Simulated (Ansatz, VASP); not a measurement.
**Two plane-wave programs on Si**

Contents of INCAR:

```
PREC     = Accurate       # precision mode
ENCUT    = 520            # plane-wave cutoff, eV
EDIFF    = 1E-6           # SCF threshold, eV
ISMEAR   = -1             # smearing method
SIGMA    = 0.02           # smearing width, eV
LREAL    = F              # projectors in reciprocal space
LASPH    = T              # aspherical terms in the spheres
NELM     = 60             # most SCF steps
ALGO     = Normal         # electronic algorithm
ISIF     = 2              # what is computed and relaxed
LWAVE    = F              # write WAVECAR
LCHARG   = F              # write CHGCAR
GGA      = PS             # functional
NBANDS   = 21             # bands
```

Contents of KPOINTS:

```
Automatic mesh
0
Gamma
  7 5 1
```

POSCAR

```
Si
1.0
    3.8424174388      0.0000000000      0.0000000000
    0.0000000000      5.4339988542      0.0000000000
    0.0000000000      0.0000000000     19.8424000000
Si
6
Direct
    0.7500000000      0.1162686434      0.4071917940
    0.2500000000      0.8837313566      0.4071917940
    0.2500000000      0.6227057039      0.5000000019
    0.7500000000      0.3772942961      0.5000000019
    0.7500000000      0.1162686382      0.5928082041
    0.2500000000      0.8837313618      0.5928082041
```

Input for Ansatz:

```yaml
crystal:
  lattice:
    - [3.8424174388, 0.0, 0.0]
    - [0.0, 5.4339988542, 0.0]
    - [0.0, 0.0, 19.8424]
  atoms:
    - { symbol: Si, position: [0.75, 0.1162686434, 0.407191794] }
    - { symbol: Si, position: [0.25, 0.8837313566, 0.407191794] }
    - { symbol: Si, position: [0.25, 0.6227057039, 0.5000000019] }
    - { symbol: Si, position: [0.75, 0.3772942961, 0.5000000019] }
    - { symbol: Si, position: [0.75, 0.1162686382, 0.5928082041] }
    - { symbol: Si, position: [0.25, 0.8837313618, 0.5928082041] }
kpoints:
  mp_grid: { grid: [7, 5, 1] }
scf:
  occupations: { method: fermi_dirac, width: 0.02 }
hamiltonian:
  xc: pbesol
  pseudopotentials: { kind: paw }
output:
  forces: true
  stress: true
  eigenvalues: true
  core_levels:
    shells: { Si: ["2p"] }
    counted_from: conduction_bottom
    add_spin: false
```

Alike in both runs: task single point; functional PBEsol; k mesh 7 × 5 × 1; occupations fermi-dirac, width 0.02 eV; no spin polarisation.

|  | VASP | Ansatz |
| --- | --- | --- |
| version | VASP 6.6.1 | Ansatz 0.2.0 |
| potentials or method | VASP PAW PBE potentials, release 64 (Si) | PAW with Ansatz's default frozen-core files, scalar-relativistic |
| plane-wave cutoff (eV) | 520 | 420 |
| valence electrons in the cell | 24 | 24 |

```csv
,VASP,Ansatz,Ansatz less VASP
rms of the force components (eV/Å),0.004,0.000,-0.0041
```

VASP's potentials were made for PBE, not for PBEsol. Atom by atom the forces differ by 0.004 eV/Å (rms over components).
